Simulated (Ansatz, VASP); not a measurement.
# ZrO2 in VASP and in Ansatz

```xyz
3
Lattice="0.0000 2.5579 2.5579 2.5579 0.0000 2.5579 2.5579 2.5579 0.0000" Properties=species:S:1:pos:R:3 pbc="T T T"
Zr    0.0000    0.0000    0.0000
O     1.2790    1.2790    1.2790
O     3.8369    3.8369    3.8369
```

Alike in both runs: functional PBE; k mesh 8 × 8 × 8; no spin polarisation.

Ansatz relaxed the structure, and its values are those at the end. VASP's run is a single point on that final structure, the one shown.

|  | VASP | Ansatz |
| --- | --- | --- |
| version | VASP 6.6.1 | Ansatz 0.2.0 |
| potentials or method | VASP PAW PBE potentials, release 64 (Zr_sv, O), cutoff 600 eV | scalar-relativistic, plane waves, PAW |
| occupations | gaussian, width 0.01 eV | fixed |
| valence electrons in the cell | 24 | 24 |

|  | VASP | Ansatz | Ansatz less VASP |
| --- | --- | --- | --- |
| gap on the k mesh at the Fermi level (eV) | 3.31 | 3.32 | +0.005 |
| least direct gap on the mesh (eV) | 3.74 | 3.75 | +0.004 |
| pressure (GPa) | 0.1 | 0.0 | -0.07 |
